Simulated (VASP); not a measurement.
# SiC (R3m) in VASP: further runs, part 2 of 2

VASP 6.6.1. Earlier steps stand in the parts before.

**5. Single point, PBEsol**

This run uses another cell than the first one, of 10.96 Å³/atom, 0.946 times its volume.

File INCAR:

```
ALGO = Normal
EDIFF = 1E-6
ENCUT = 520
GGA = PS
ISIF = 2
ISMEAR = 0
LASPH = True
LCHARG = True
LELF = True
LREAL = False
LVHAR = True
LWAVE = False
NBANDS = 11
NELM = 80
PREC = Accurate
SIGMA = 0.05
```

File KPOINTS:

```
k-points
0
Gamma
  12 12 12
```

File POSCAR:

```
SiC
1.0
    0.0000000000      2.1770526213      2.1770526213
    2.1770526213      0.0000000000      2.1770526213
    2.2670374630      2.2670374630     -0.0899848417
Si C
1 1
Direct
    0.0000000000      0.0000000000      0.0000000000
    0.7500000000      0.7500000000      0.7500000000
```

Potentials or basis: VASP PAW PBE potentials, release 64 (Si, C).

Started as:

```console
> cat potpaw_PBE.64/Si/POTCAR potpaw_PBE.64/C/POTCAR > POTCAR
> mpirun -np 1 vasp_std > vasp.out
```

OUTCAR:

```text
EDIFF = 1E-6
   ENCUT = 520
   GGA = PS
   ISIF = 2
   ISMEAR = 0
   LASPH = True
   LREAL = False
   NELM = 80
   PREC = Accurate

 ion  position               nearest neighbor table
   1  0.000  0.000  0.000-   2 1.90   2 1.90   2 1.90   2 2.00
   2  0.750  0.750  0.750-   1 1.90   1 1.90   1 1.90   1 2.00

  LATTYP: Found a trigonal (rhomboedric) cell.
 ALAT       =     3.2073376793
 COS(alpha) =     0.5392678905

  Lattice vectors:

 A1 = (   2.2670374630,   0.0899848417,  -2.2670374630)
 A2 = (   0.0899848417,   2.2670374630,  -2.2670374630)
 A3 = (   2.2670374630,   2.2670374630,  -0.0899848417)

Analysis of symmetry for initial positions (statically):
=====================================================================
 Subroutine PRICEL returns:
 Original cell was already a primitive cell.

 Routine SETGRP: Setting up the symmetry group for a
 trigonal (rhombohedral) supercell.

 Subroutine GETGRP returns: Found  6 space group operations
 (whereof  6 operations were pure point group operations)
 out of a pool of 12 trial point group operations.

The static configuration has the point symmetry C_3v.

[... 163 lines left out ...]
 cond. band min:       8.6502399901   @ k =   0.5000   0.5000  -0.0000
 fundamental gap:      1.1112087469
 Fermi energy:         7.7994418634

 k-point     1 :       0.0000    0.0000    0.0000
  band No.  band energies     occupation
      1      -7.5668      2.00000
      2       7.1753      2.00000
      3       7.5390      2.00000
      4       7.5390      2.00000
      5      12.1138      0.00000
      6      14.3089      0.00000
      7      14.7352      0.00000
      8      14.7352      0.00000
      9      21.5844      0.00000
     10      21.5844      0.00000
     11      22.8092      0.00000
[... 309 lines left out ...]
 k-point    24 :      -0.4167    0.1667   -0.0000
  band No.  band energies     occupation
      1      -3.6953      2.00000
      2      -0.3571      2.00000
      3       4.3486      2.00000
      4       5.7977      2.00000
      5      11.9909      0.00000
      6      14.2857      0.00000
      7      15.4656      0.00000
      8      18.0760      0.00000
      9      21.5339      0.00000
     10      22.3391      0.00000
     11      25.0450      0.00000

 [... further k-points ...]
[... 5 lines left out ...]
  --------------------------------------------------------------------------------------
  -------------------------------------------------------------------------------------
  Total       -1.4035177     -1.4035177     -1.4035177     -1.2281371      1.2281371      1.2281371
  in kB     -102.6046803   -102.6046803   -102.6046803    -89.7834216     89.7834216     89.7834216
  external PRESSURE =    -102.6046803 kB  Pullay stress =       0.0000000 kB

 VOLUME and BASIS-vectors are now :
 -----------------------------------------------------------------------------
  energy-cutoff  :      520.00
  volume of cell :       21.92
      direct lattice vectors                 reciprocal lattice vectors
     0.000000000  2.177052621  2.177052621    -0.225198935  0.234137689  0.225198935
     2.177052621  0.000000000  2.177052621     0.234137689 -0.225198935  0.225198935
     2.267037463  2.267037463 -0.089984842     0.216260180  0.216260180 -0.216260180

 POSITION                                       TOTAL-FORCE (eV/Angst)
 -----------------------------------------------------------------------------------
      0.00000      0.00000      0.00000         0.138193      0.138193     -0.138193
      3.33307      3.33307      3.19809        -0.138193     -0.138193      0.138193
 -----------------------------------------------------------------------------------
    total drift:                               -0.000101     -0.000101      0.000101

  FREE ENERGIE OF THE ION-ELECTRON SYSTEM (eV)
  ---------------------------------------------------
  free  energy   TOTEN  =       -15.7961663162 eV

  energy  without entropy=      -15.7961663162  energy(sigma->0) =      -15.79616632
```

Run time: 48 s. Hardware: 1 thread of Intel Xeon 6975P-C, shared host; peak memory 0.16 GiB.

Results:

```
Free energy            : -15.7962 eV
Pressure               : -10.3 GPa
Largest force          : 0.239 eV/Å
Band gap on the k mesh : 1.11 eV, indirect (least direct gap 4.03 eV)
```

Forces on the atoms (eV/Å):
```
Si   0.138  0.138 -0.138
C   -0.138 -0.138  0.138
```

Stress tensor (GPa, compression positive):
```
-10.26  -8.98   8.98
 -8.98 -10.26   8.98
  8.98   8.98 -10.26
```

Levels at points of the mesh, in eV from the valence-band top:
```
           k point  band 1  band 2  band 3  band 4  band 5  band 6  band 7  band 8  band 9
(0.00, 0.00, 0.00)  -15.11   -0.36    0.00    0.00    4.57    6.77    7.20    7.20   14.05
(0.50, 0.00, 0.00)  -11.56   -8.38   -1.28   -1.23    4.39    6.30    7.08    9.42   14.86
(0.50, 0.50, 0.00)  -10.31   -7.76   -3.47   -2.92    1.11    3.98   12.77   13.07   14.23
(0.00, 0.00, 0.50)  -12.16   -8.47   -0.83   -0.83    5.59    7.27    7.27    9.67   15.10
```

Caveat: the PAW data sets were made with another functional, which shifts forces and pressure a little. A k mesh can miss the band edges.

**6. Single point, PBEsol**

This run uses another cell than the first one, of 10.96 Å³/atom, 0.946 times its volume.

File INCAR:

```
SYSTEM = SiC
  PREC = Accurate
  ENCUT = 520
  EDIFF = 1E-6
  ISMEAR = 0
  SIGMA = 0.05
  LREAL = .False.
  LASPH = .True.
  NELM = 60
  ALGO = Normal
  ISIF = 2
  LWAVE = .False.
  LCHARG = .False.
  GGA = PS
  NBANDS = 11
```

File KPOINTS:

```
Automatic mesh
0
Gamma
  12 12 12
  0 0 0
```

File POSCAR:

```
SiC
1.0
    0.0000000000      2.2661480640      2.2661480640
    2.2661480640      0.0000000000      2.2661480640
    2.1779193661      2.1779193661      0.0882286980
Si C
1 1
Direct
    0.0000000000      0.0000000000      0.0000000000
    0.7500000000      0.7500000000      0.7500000000
```

Potentials or basis: VASP PAW PBE potentials, release 64 (Si, C).

Started as:

```console
> cat potpaw_PBE.64/Si/POTCAR potpaw_PBE.64/C/POTCAR > POTCAR
> mpirun -np 1 vasp_std > vasp.out
```

OUTCAR:

```text
SYSTEM = SiC
   PREC = Accurate
   ENCUT = 520
   EDIFF = 1E-6
   ISMEAR = 0
   LREAL = .False.
   LASPH = .True.
   NELM = 60
   ISIF = 2
   GGA = PS

 ion  position               nearest neighbor table
   1  0.000  0.000  0.000-   2 1.85   2 1.95   2 1.95   2 1.95
   2  0.750  0.750  0.750-   1 1.85   1 1.95   1 1.95   1 1.95

  LATTYP: Found a trigonal (rhomboedric) cell.
 ALAT       =     3.0813065140
 COS(alpha) =     0.4591127303

  Lattice vectors:

 A1 = (   2.1779193661,  -0.0882286979,  -2.1779193660)
 A2 = (  -0.0882286979,   2.1779193661,  -2.1779193660)
 A3 = (   2.1779193661,   2.1779193661,   0.0882286980)
[... 513 lines left out ...]
      8      17.7997      0.00000
      9      21.0041      0.00000
     10      22.7057      0.00000
     11      24.7620      0.00000

 [... further k-points ...]
[... 5 lines left out ...]
  --------------------------------------------------------------------------------------
  -------------------------------------------------------------------------------------
  Total       -1.3935214     -1.3935214     -1.3935214      1.3457458     -1.3457458     -1.3457458
  in kB     -101.8739035   -101.8739035   -101.8739035     98.3812464    -98.3812464    -98.3812464
  external PRESSURE =    -101.8739035 kB  Pullay stress =       0.0000000 kB

 VOLUME and BASIS-vectors are now :
 -----------------------------------------------------------------------------
  energy-cutoff  :      520.00
  volume of cell :       21.92
      direct lattice vectors                 reciprocal lattice vectors
     0.000000000  2.266148064  2.266148064    -0.225200208  0.216077225  0.225200208
     2.266148064  0.000000000  2.266148064     0.216077225 -0.225200208  0.225200208
     2.177919366  2.177919366  0.088228698     0.234323191  0.234323191 -0.234323191

 POSITION                                       TOTAL-FORCE (eV/Angst)
 -----------------------------------------------------------------------------------
      0.00000      0.00000      0.00000        -0.331271     -0.331271      0.331271
      3.33305      3.33305      3.46539         0.331271      0.331271     -0.331271
 -----------------------------------------------------------------------------------
    total drift:                               -0.000109     -0.000109      0.000109

  FREE ENERGIE OF THE ION-ELECTRON SYSTEM (eV)
  ---------------------------------------------------
  free  energy   TOTEN  =       -15.7914137593 eV

  energy  without entropy=      -15.7914137593  energy(sigma->0) =      -15.79141376
```

OSZICAR:

```text
N       E                     dE             d eps       ncg     rms          rms(c)
DAV:   1     0.288770082988E+01    0.28877E+01   -0.39043E+03  4310   0.609E+02
DAV:   2    -0.168120046100E+02   -0.19700E+02   -0.18658E+02  5240   0.106E+02
DAV:   3    -0.174607030251E+02   -0.64870E+00   -0.64739E+00  5156   0.162E+01
DAV:   4    -0.174633174766E+02   -0.26145E-02   -0.26143E-02  4709   0.130E+00
DAV:   5    -0.174633298930E+02   -0.12416E-04   -0.12416E-04  5092   0.837E-02    0.821E+00
DAV:   6    -0.158576800732E+02    0.16056E+01   -0.60071E+00  4680   0.106E+01    0.364E+00
DAV:   7    -0.158061549008E+02    0.51525E-01   -0.31227E-01  5010   0.321E+00    0.168E+00
DAV:   8    -0.157916050888E+02    0.14550E-01   -0.21409E-02  4782   0.932E-01    0.165E-01
DAV:   9    -0.157913709242E+02    0.23416E-03   -0.20238E-03  5139   0.244E-01    0.105E-01
DAV:  10    -0.157914111774E+02   -0.40253E-04   -0.16330E-04  4644   0.813E-02    0.307E-02
DAV:  11    -0.157914137330E+02   -0.25556E-05   -0.15026E-05  5016   0.230E-02    0.106E-02
DAV:  12    -0.157914137593E+02   -0.26344E-07   -0.12635E-06  2775   0.718E-03
   1 F= -.15791414E+02 E0= -.15791414E+02  d E =-.179908E-15
```

stdout:

```text
POSCAR found type information on POSCAR SiC
 POSCAR found :  2 types and       2 ions
 scaLAPACK will be used
 -----------------------------------------------------------------------------
|                                                                             |
|                                                                             |
|     You enforced a specific xc type in the INCAR file but a different       |
|     I HOPE YOU KNOW WHAT YOU ARE DOING!                                     |
|                                                                             |
 -----------------------------------------------------------------------------

 LDA part: xc-table for (Slater+PW92), standard interpolation
 POSCAR, INCAR and KPOINTS ok, starting setup
 FFT: planning ... GRIDC
 FFT: planning ... GRID_SOFT
 FFT: planning ... GRID
 WAVECAR not read
 entering main loop
```

Wall time 54 s (1 thread of Intel Xeon 6975P-C, shared host); peak memory 0.17 GiB.

What came out:

```
Free energy            : -15.7914 eV
Pressure               : -10.2 GPa
Largest force          : 0.574 eV/Å
Band gap on the k mesh : 1.06 eV, indirect (least direct gap 3.99 eV)
```

Forces in eV/Å, atoms in the order of the input:
```
Si  -0.331 -0.331  0.331
C    0.331  0.331 -0.331
```

Levels at points of the mesh, in eV from the valence-band top:
```csv
k point,band 1,band 2,band 3,band 4,band 5,band 6,band 7,band 8,band 9
"(0.00, 0.00, 0.00)",-15.15,-0.25,-0.25,0.00,4.95,6.28,6.28,8.05,14.00
"(0.50, 0.00, 0.00)",-11.90,-8.47,-1.09,-1.07,4.91,6.51,7.38,9.56,15.01
"(0.50, 0.50, 0.00)",-10.36,-7.80,-3.55,-2.93,1.06,3.94,12.71,13.11,14.11
"(0.00, 0.00, 0.50)",-11.30,-8.35,-1.53,-1.53,3.90,6.29,6.29,9.16,15.26
```

Caveat: the PAW data sets were made with another functional, which shifts forces and pressure a little.

**7. Summary**

```csv
cell,gap on the mesh (eV),pressure (GPa),largest force (eV/Å)
"a = 3.136, b = 3.136, c = 3.267 Å, angles 61.3, 61.3, 60.0°, 2 atoms",1.17,-19.0,0.08
"a = 3.162, b = 3.162, c = 3.121 Å, angles 59.6, 59.6, 60.0°, 2 atoms",1.21,-11.1,0.15
"a = 3.120, b = 3.120, c = 3.162 Å, angles 60.4, 60.4, 60.0°, 2 atoms",1.24,-11.1,0.11
"a = 3.079, b = 3.079, c = 3.207 Å, angles 61.3, 61.3, 60.0°, 2 atoms",1.11,-10.3,0.24
"a = 3.205, b = 3.205, c = 3.081 Å, angles 58.7, 58.7, 60.0°, 2 atoms",1.06,-10.2,0.57
```

Alike in all rows: task single point; level PBEsol; potentials or basis VASP PAW PBE potentials, release 64 (Si, C); no spin polarisation; k mesh 12 × 12 × 12; cutoff (eV) 520; smearing gaussian 0.05 eV.

Caveats: the PAW data sets were made with another functional, which shifts forces and pressure a little.

Total energies depend on the potentials used, so only differences within one code and one set of settings carry meaning.
